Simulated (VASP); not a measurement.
Input of a VASP 6.6.1 run:

File INCAR:

```
SYSTEM = Rh
ALGO = Normal
EDIFF = 1E-6
ENCUT = 520
GGA = PE
ISIF = 2
ISMEAR = 0
LASPH = .True.
LCHARG = .True.
LELF = .True.
LREAL = .False.
LVHAR = .True.
LWAVE = .False.
NBANDS = 14
NELM = 60
PREC = Accurate
SIGMA = 0.1
```

File KPOINTS:

```
k-points
0
Gamma
  18 18 18
  0 0 0
```

Contents of POSCAR:

```
Rh
1.0
    0.0000000000      1.8936015210      1.8936015210
    1.8936015210      0.0000000000      1.8936015210
    1.8936015210      1.8936015210      0.0000000000
Rh
1
Direct
    0.0000000000      0.0000000000      0.0000000000
```

Potentials or basis: VASP PAW PBE potentials, release 64 (Rh_pv).

The run is started by

```console
$ cat potpaw_PBE.64/Rh_pv/POTCAR > POTCAR
$ mpirun -np 1 vasp_std > vasp.out
```

(1) Predict the pressure.

Results:

(1) 9.6 GPa.

Caveat: the cell differs from its parent crystal (strained).
